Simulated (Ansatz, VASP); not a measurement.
# MgO in VASP and in Ansatz

```xyz
2
Lattice="0.0000 2.1351 2.1351 2.1351 0.0000 2.1351 2.1351 2.1351 0.0000" Properties=species:S:1:pos:R:3 pbc="T T T"
Mg    0.0000    0.0000   -0.2625
O     2.1351    2.1351    2.1351
```

Change from the starting cell: all Mg atoms moved +0.263 Å, as atom 1 towards its neighbour atom 2 (O) at 2.135 Å.

Alike in both runs: task single point; functional LDA; k mesh 6 × 6 × 6; occupations gaussian, width 0.05 eV; no spin polarisation.

|  | VASP | Ansatz |
| --- | --- | --- |
| version | VASP 6.6.1 | Ansatz 0.2.0 |
| potentials or method | VASP PAW LDA potentials, release 64 (Mg_sv, O), cutoff 840 eV | scalar-relativistic, plane waves, PAW |
| valence electrons in the cell | 16 | 16 |

|  | VASP | Ansatz | Ansatz less VASP |
| --- | --- | --- | --- |
| gap on the k mesh at the Fermi level (eV) | 4.27 | 4.25 | -0.015 |
| least direct gap on the mesh (eV) | 4.27 | 4.25 | -0.015 |
| pressure (GPa) | -4.8 | -5.4 | -0.54 |
| traceless stress, the component that is largest in VASP (GPa) | 14.61 | 14.28 | -0.327 |
| rms of the force components (eV/Å) | 0.995 | 0.964 | -0.0303 |

LDA's correlation is that of Perdew and Zunger in VASP and of Perdew and Wang (1992) in Ansatz. Atom by atom the forces differ by 0.030 eV/Å (rms over components).

The k mesh is coarse, so the values compare programs but aren't converged.
